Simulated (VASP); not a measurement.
# In2O3 in VASP: notebook, part 2 of 2

VASP 6.6.1. Earlier steps stand in the parts before.

## Step 3: Single point, PBE, collinear spin, ferromagnetic start

This run uses another cell than the first one, of the same volume but with other edges.

Input file INCAR:

```
SYSTEM = In2O3
  PREC = Accurate
  ENCUT = 520
  EDIFF = 1E-6
  ISMEAR = 0
  SIGMA = 0.1
  LREAL = .FALSE.
  LASPH = .TRUE.
  NELM = 150
  ALGO = Normal
  ISIF = 2
  LWAVE = .FALSE.
  LCHARG = .TRUE.
  ISPIN = 2
  MAGMOM = 0 0 1 1 1
  LORBIT = 11
  GGA = PE
  LELF = .TRUE.
  LVHAR = .TRUE.
  NBANDS = 34
```

Input file KPOINTS:

```
Automatic mesh
0
G
  4 4 4
  0 0 0
```

Input file POSCAR:

```
In2O3
1.0
    0.0000000000      5.8855489632      2.5824225342
    2.5821637065      0.0000000000      2.5824225342
    2.5821637065      5.8855489632      0.0000000000
In O
2 3
Direct
    0.3917994178      0.1082005822      0.3917994178
    0.1082005822      0.3917994178      0.1082005822
    0.8227109261      0.1772890739      0.8227109261
    0.1772890739      0.8227109261      0.1772890739
    0.5000000000      0.5000000000      0.5000000000
```

Potentials or basis: VASP PAW PBE potentials, release 64 (In_d, O).

The run is started by

```bash
$ cat potpaw_PBE.64/In_d/POTCAR potpaw_PBE.64/O/POTCAR > POTCAR
$ mpirun -np 1 vasp_std > vasp.out
```

Run time: 1.9 min. Hardware: 1 thread of Intel Xeon Platinum 8488C (Sapphire Rapids), shared host; peak memory 0.31 GiB.

The run converged. Its results:

```yaml
Free_energy: -25.9153 eV
Pressure: 0.4 GPa
Largest_force: 0.042 eV/Å
Band_gap_on_the_k_mesh: 0.26 eV (least direct gap 0.45 eV)
Net_moment: 0.00 μB per cell
Valence_electrons_inside_the_program's_atomic_spheres: In 11.38; O 4.96
```

Forces in eV/Å, atoms in the order of the input:
```
In   0.000  0.012  0.000
In   0.000 -0.012  0.000
O    0.000 -0.042  0.000
O    0.000  0.042  0.000
O    0.000  0.000  0.000
```

Stress tensor (GPa, compression positive):
```
0.47 0.00 0.00
0.00 0.33 0.00
0.00 0.00 0.46
```

Levels at points of the mesh, in eV from the valence-band top:
Spin up:
```csv
k point,band 19,band 20,band 21,band 22,band 23,band 24,band 25,band 26
"(0.00, 0.00, 0.00)",-1.91,-0.37,-0.20,-0.20,0.26,4.88,4.98,7.96
"(0.50, 0.00, 0.00)",-1.51,-0.69,-0.41,0.00,3.44,3.95,6.18,7.77
"(0.50, 0.50, 0.00)",-1.67,-1.21,-1.10,0.00,5.10,6.05,6.24,6.38
"(0.50, 0.00, 0.50)",-1.59,-1.03,-0.28,-0.28,2.50,2.58,5.90,7.43
"(0.00, 0.50, 0.50)",-1.67,-1.21,-1.10,0.00,5.10,6.05,6.24,6.38
```
Spin down:
```csv
k point,band 20,band 21,band 22,band 23,band 24,band 25
"(0.00, 0.00, 0.00)",-0.37,-0.20,-0.20,0.26,4.88,4.98
"(0.50, 0.00, 0.00)",-0.69,-0.41,0.00,3.44,3.95,6.18
"(0.50, 0.50, 0.00)",-1.21,-1.10,0.00,5.10,6.05,6.24
"(0.50, 0.00, 0.50)",-1.03,-0.28,-0.28,2.50,2.58,5.90
"(0.00, 0.50, 0.50)",-1.21,-1.10,0.00,5.10,6.05,6.24
```

Caveat: the k points lie up to 0.45 Å⁻¹ apart; semilocal functionals underestimate gaps, and a narrow one can read as zero; spin-orbit coupling is left out, which moves the levels of the heavy elements.

## Step 4: Relaxation of cell and atoms, PBE

Input file INCAR:

```
ALGO     = Normal         # electronic algorithm
EDIFF    = 1E-7           # SCF threshold, eV
EDIFFG   = -0.04          # ionic threshold
ENCUT    = 600            # plane-wave cutoff, eV
GGA      = PE             # functional
IBRION   = 2              # ionic algorithm
ISIF     = 3              # what is computed and relaxed
ISMEAR   = 0              # smearing method
LASPH    = T              # aspherical terms in the spheres
LCHARG   = F              # write CHGCAR
LREAL    = F              # projectors in reciprocal space
LWAVE    = F              # write WAVECAR
NELM     = 60             # most SCF steps
NSW      = 90             # ionic steps
PREC     = Accurate       # precision mode
SIGMA    = 0.1            # smearing width, eV
```

Input file KPOINTS:

```
k-points
0
Gamma
  6 6 6
```

Input file POSCAR:

```
In2O3
1.0
   -1.8259569787      1.8259569787      5.8855489632
    1.8259569787     -1.8259569787      5.8855489632
    1.8259569787      1.8259569787     -5.8855489632
In O
2 3
Direct
    0.8917994178      0.3917994178      0.5000000000
    0.6082005822      0.1082005822      0.5000000000
    0.8227109261      0.8227109261      0.0000000000
    0.1772890739      0.1772890739      0.0000000000
    0.5000000000      0.5000000000      0.0000000000
```

Potentials or basis: VASP PAW PBE potentials, release 64 (In_d, O).

The run is started by

```bash
$ cat potpaw_PBE.64/In_d/POTCAR potpaw_PBE.64/O/POTCAR > POTCAR
$ mpirun -np 1 vasp_std > vasp.out
```

OUTCAR:

```text
EDIFF = 1E-7
   EDIFFG = -0.04
   ENCUT = 600
   GGA = PE
   IBRION = 2
   ISIF = 3
   ISMEAR = 0
   LASPH = T
   LREAL = F
   NELM = 60
   NSW = 90
   PREC = Accurate

 ion  position               nearest neighbor table
   1  0.892  0.392  0.500-   3 2.00   3 2.00   5 2.23   5 2.23   2 3.34   2 3.63   2 3.63   2 3.63
                             2 3.63
   2  0.608  0.108  0.500-   4 2.00   4 2.00   5 2.23   5 2.23   1 3.34   1 3.63   1 3.63   1 3.63
                             1 3.63
   3  0.823  0.823  0.000-   1 2.00   1 2.00
   4  0.177  0.177  0.000-   2 2.00   2 2.00
   5  0.500  0.500  0.000-   1 2.23   2 2.23   2 2.23   1 2.23

[... 951 lines left out ...]
  -------------------------------------------------------------------------------------
  Total       -0.1800636     -0.1800636     -0.0610176      0.0000000     -0.0000000      0.0000000
  in kB       -3.6577231     -3.6577231     -1.2394821      0.0000000     -0.0000000      0.0000000
  external PRESSURE =      -2.8516427 kB  Pullay stress =       0.0000000 kB

 VOLUME and BASIS-vectors are now :
 -----------------------------------------------------------------------------
  energy-cutoff  :      600.00
  volume of cell :       78.87
      direct lattice vectors                 reciprocal lattice vectors
    -1.829058198  1.829058198  5.894007313     0.000000000  0.273364730  0.084831927
     1.829058198 -1.829058198  5.894007313     0.273364730  0.000000000  0.084831927
     1.829058198  1.829058198 -5.894007313     0.273364730  0.273364730  0.000000000

 POSITION                                       TOTAL-FORCE (eV/Angst)
 -----------------------------------------------------------------------------------
      0.00000      1.82906      4.61905        -0.000000     -0.000000     -0.018466
      0.00000      1.82906      1.27496         0.000000      0.000000      0.018466
      0.00000      0.00000      9.69592        -0.000000     -0.000000      0.007945
      0.00000      0.00000      2.09210         0.000000      0.000000     -0.007945
      1.82906      1.82906      0.00000         0.000000      0.000000      0.000000
 -----------------------------------------------------------------------------------
    total drift:                               -0.000000      0.000000     -0.000000

  FREE ENERGIE OF THE ION-ELECTRON SYSTEM (eV)
  ---------------------------------------------------
  free  energy   TOTEN  =       -25.9314575341 eV

  energy  without entropy=      -25.9307895603  energy(sigma->0) =      -25.93112355

 reached required accuracy - stopping structural energy minimisation
```

OSZICAR:

```text
N       E                     dE             d eps       ncg     rms          rms(c)
DAV:   1     0.534899988504E+03    0.53490E+03   -0.24301E+04  1560   0.248E+03
DAV:   2     0.462064339368E+02   -0.48869E+03   -0.47608E+03  1754   0.560E+02
DAV:   3    -0.277862254592E+02   -0.73993E+02   -0.71624E+02  1878   0.219E+02
[... 21 lines left out ...]
DAV:   6    -0.259314565140E+02    0.16766E-04   -0.33078E-05  1908   0.579E-02    0.182E-02
DAV:   7    -0.259314573137E+02   -0.79977E-06   -0.84853E-06  2224   0.264E-02    0.544E-03
DAV:   8    -0.259314578925E+02   -0.57880E-06   -0.15469E-06  1762   0.109E-02    0.351E-03
DAV:   9    -0.259314575964E+02    0.29612E-06   -0.10082E-07   908   0.377E-03    0.128E-03
DAV:  10    -0.259314575341E+02    0.62290E-07   -0.30601E-08   842   0.180E-03
   2 F= -.25931458E+02 E0= -.25931124E+02  d E =-.133421E-03
```

CONTCAR:

```text
In2O3
   1.00000000000000
    -1.8290581977315117    1.8290581977315117    5.8940073128338657
     1.8290581977315117   -1.8290581977315117    5.8940073128338657
     1.8290581977315117    1.8290581977315117   -5.8940073128338657
  In              O
     2     3
Direct
     0.8918427214459009    0.3918427214459009    0.5000000000000000
     0.6081572785540991    0.1081572785540991    0.5000000000000000
     0.8225234598950576    0.8225234598950576    0.0000000000000000
     0.1774765401049424    0.1774765401049424    0.0000000000000000
     0.5000000000000000    0.5000000000000000    1.0000000000000000

  0.00000000E+00  0.00000000E+00  0.00000000E+00
  0.00000000E+00  0.00000000E+00  0.00000000E+00
  0.00000000E+00  0.00000000E+00  0.00000000E+00
  0.00000000E+00  0.00000000E+00  0.00000000E+00
  0.00000000E+00  0.00000000E+00  0.00000000E+00
```

Wall time 10 min (1 thread of Intel Xeon Platinum 8488C (Sapphire Rapids), shared host); peak memory 0.42 GiB.

What came out:

```
Free energy                           : -25.9315 eV
Relaxed volume                        : 15.77 Å³/atom
Relaxed cell                          : a = 6.437 Å, b = 6.437 Å, c = 6.437 Å, α = 146.98°, β = 146.98°, γ = 47.39°
Space group after relaxing (to 0.1 Å) : I-4m2 (No. 119)
Energy gained by relaxing             : 0.0 meV/atom
Ionic steps                           : 2
Pressure after relaxing               : -0.3 GPa
Largest force after relaxing          : 0.018 eV/Å
Band gap on the k mesh                : 0.20 eV (least direct gap 0.43 eV)
```

Forces in eV/Å, atoms in the order of the input:
```
In   0.000  0.000 -0.018
In   0.000  0.000  0.018
O    0.000  0.000  0.008
O    0.000  0.000 -0.008
O    0.000  0.000  0.000
```

Stress tensor (GPa, compression positive):
```
-0.37  0.00  0.00
 0.00 -0.37  0.00
 0.00  0.00 -0.12
```

The path:
```tsv
step	energy change (eV)	largest force (eV/Å)	pressure (GPa)	volume (Å³)
1	0.0000	0.0457	0.34	78.49
2	-0.0001	0.0185	-0.29	78.87
```

Final structure:
```
In O
1.0
    -1.82906    1.82906    5.89401
     1.82906   -1.82906    5.89401
     1.82906    1.82906   -5.89401
In O
2 3
Cartesian
  0.0000 1.8291 4.6190
  0.0000 1.8291 1.2750
  0.0000 0.0000 9.6959
  0.0000 0.0000 2.0921
  1.8291 1.8291 0.0000
```

Caveat: semilocal functionals underestimate gaps, and a narrow one can read as zero; spin-orbit coupling is left out, which moves the levels of the heavy elements. A k mesh can miss the band edges.

## Step 5: Overview

```tsv
task	spin	cell	k mesh	cutoff (eV)	gap on the mesh (eV)	pressure (GPa)	largest force (eV/Å)
single point	off	a = 6.427 Å, angles 147.0, 147.0, 47.4°, 5 atoms, atomic positions A	6 × 6 × 6	520	0.23	0.4	0.05
single point	collinear, ferromagnetic start	a = 6.427, b = 3.652 Å, angles 73.5, 33.0, 73.5°, 5 atoms, atomic positions B	4 × 4 × 4	520	0.26	0.4	0.04
relaxation of cell and atoms	off	relaxed from a = 6.427 Å, angles 147.0, 147.0, 47.4°, 5 atoms, atomic positions A	6 × 6 × 6	600	0.20	-0.3	0.02
```

Alike in all rows: level PBE; potentials or basis VASP PAW PBE potentials, release 64 (In_d, O); smearing gaussian 0.1 eV.

Caveats: some runs use coarse meshes; semilocal functionals underestimate gaps, and a narrow one can read as zero; spin-orbit coupling is left out, which moves the levels of the heavy elements.

Absolute energies hang on the potentials; compare differences alone.
